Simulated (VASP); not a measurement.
Crystal: Hf2N.

```
Hf N
1.0
     5.31312    0.00000    0.00000
     0.00000    5.31312    0.00000
     0.00000    0.00000    3.24210
Hf N
4 2
Direct
  0.29554 0.29554 0.00000
  0.70446 0.70446 0.00000
  0.79554 0.20446 0.50000
  0.20446 0.79554 0.50000
  0.00000 0.00000 0.00000
  0.50000 0.50000 0.50000
```

Base run:

* Program: VASP 6.6.1
* Functional: r2SCAN
* Potentials or basis: VASP PAW PBE potentials, release 64 (Hf_pv, N)
* Cutoff: 520 eV
* k mesh: 4 × 4 × 8
* Occupations: gaussian, width 0.1 eV
* Spin: no spin polarisation

Its results: band gap on the k mesh zero (bands 25 and 26 overlap by 2.78 eV); pressure 0.0 GPa; largest force 0.082 eV/Å.

Problem. After a change of settings the same cell gave: band gap on the k mesh zero (filled and empty bands touch); pressure 12.3 GPa; largest force 0.534 eV/Å. Which change was it?
A. k mesh from 4 × 4 × 8 to 1 × 1 × 2; further incar settings from ALGO = Normal; EDIFF = 1e-06; NBANDS = 34 to ALGO = Normal; EDIFF = 1e-07; NBANDS = 34
B. k mesh from 4 × 4 × 8 to 4 × 4 × 6; occupations from gaussian, width 0.1 eV to gaussian, width 0.05 eV
C. k mesh from 4 × 4 × 8 to 2 × 2 × 4
D. k mesh from 4 × 4 × 8 to 1 × 1 × 1

Solution. D.

Caveats: some runs use coarse meshes; the PAW data sets were made with another functional, which shifts forces and pressure a little; spin-orbit coupling is left out, which moves the levels of the heavy elements.
